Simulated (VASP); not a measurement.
Input of a VASP 6.6.1 run:

The input INCAR:

```
SYSTEM = KF
  PREC = Accurate
  ENCUT = 520
  EDIFF = 1E-6
  ISMEAR = 0
  SIGMA = 0.05
  LREAL = .False.
  LASPH = .True.
  NELM = 100
  ALGO = Normal
  ISIF = 2
  LWAVE = .False.
  LCHARG = .True.
  GGA = PE
  LELF = .True.
  LVHAR = .True.
  NBANDS = 15
```

KPOINTS

```
Automatic mesh
0
Gamma
  8 8 8
  0 0 0
```

File POSCAR:

```
KF
1.0
   -0.0583260090      2.7103136579      2.7103136579
    2.7103136579     -0.0583260090      2.7103136579
    2.7103136579      2.7103136579     -0.0583260090
K F
1 1
Direct
    0.0000000000      0.0000000000      0.0000000000
    0.5000000000      0.5000000000      0.5000000000
```

Potentials or basis: VASP PAW PBE potentials, release 64 (K_sv, F).

Command:

```console
$ cat potpaw_PBE.64/K_sv/POTCAR potpaw_PBE.64/F/POTCAR > POTCAR
$ mpirun -np 1 vasp_std > vasp.out
```

Q: Predict the band gap on the k mesh.

A: 5.77 eV.

Q: What does it give for the pressure?

A: -0.9 GPa.

Stress tensor (GPa, compression positive):
```
-0.87  0.28  0.28
 0.28 -0.87  0.28
 0.28  0.28 -0.87
```

A k mesh can miss the band edges. A hybrid or GW would open this gap; PBE tends to underestimate it.
